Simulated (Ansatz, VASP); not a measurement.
**Two plane-wave programs on LiF**

Contents of INCAR:

```
  PREC = Accurate
  ENCUT = 520
  EDIFF = 1E-6
  ISMEAR = 0
  SIGMA = 0.01
  LREAL = F
  LASPH = T
  NELM = 80
  ALGO = Normal
  ISIF = 2
  LWAVE = F
  LCHARG = F
  GGA = PE
  NBANDS = 18
```

File KPOINTS:

```
Automatic mesh
0
Gamma
  9 9 4
```

File POSCAR:

```
LiF
1.0
    3.1555295512      0.0000000000      0.0000000000
   -1.5777647756      2.7327687537      0.0000000000
    0.0000000000      0.0000000000      4.9526262854
Li F
2 2
Direct
    0.3333333333      0.6666666667      0.3808966878
    0.6666666667      0.3333333333      0.8808966878
    0.3333333333      0.6666666667      0.9941013122
    0.6666666667      0.3333333333      0.4941013122
```

Input for Ansatz:

```yaml
crystal:
  lattice:
    - [3.1555295512, 0.0, 0.0]
    - [-1.5777647756, 2.7327687537, 0.0]
    - [0.0, 0.0, 4.9526262854]
  atoms:
    - { symbol: Li, position: [0.3333333333, 0.6666666667, 0.3808966878] }
    - { symbol: Li, position: [0.6666666667, 0.3333333333, 0.8808966878] }
    - { symbol: F, position: [0.3333333333, 0.6666666667, 0.9941013122] }
    - { symbol: F, position: [0.6666666667, 0.3333333333, 0.4941013122] }
kpoints:
  mp_grid: { grid: [9, 9, 4] }
hamiltonian:
  xc: pbe
scf:
  occupations: { method: fixed }
  n_extra_bands: 5
output:
  forces: true
  stress: true
  eigenvalues: true
```

Alike in both runs: task single point; functional PBE; k mesh 9 × 9 × 4; no spin polarisation.

|  | VASP | Ansatz |
| --- | --- | --- |
| version | VASP 6.6.1 | Ansatz 0.2.0 |
| potentials or method | VASP PAW PBE potentials, release 64 (Li_sv, F) | plane waves, PAW |
| plane-wave cutoff (eV) | 520 | 420 |
| occupations | gaussian, width 0.01 eV | fixed |
| valence electrons in the cell | 20 | 20 |

Ansatz gave:

```
gap on the k mesh at the Fermi level (eV) : 7.45
```

Problem. Which values does VASP return?

Solution. gap on the k mesh at the Fermi level (eV): 7.44.

Noted on VASP's run: the cutoff is short for stress, so the pressure is rough.
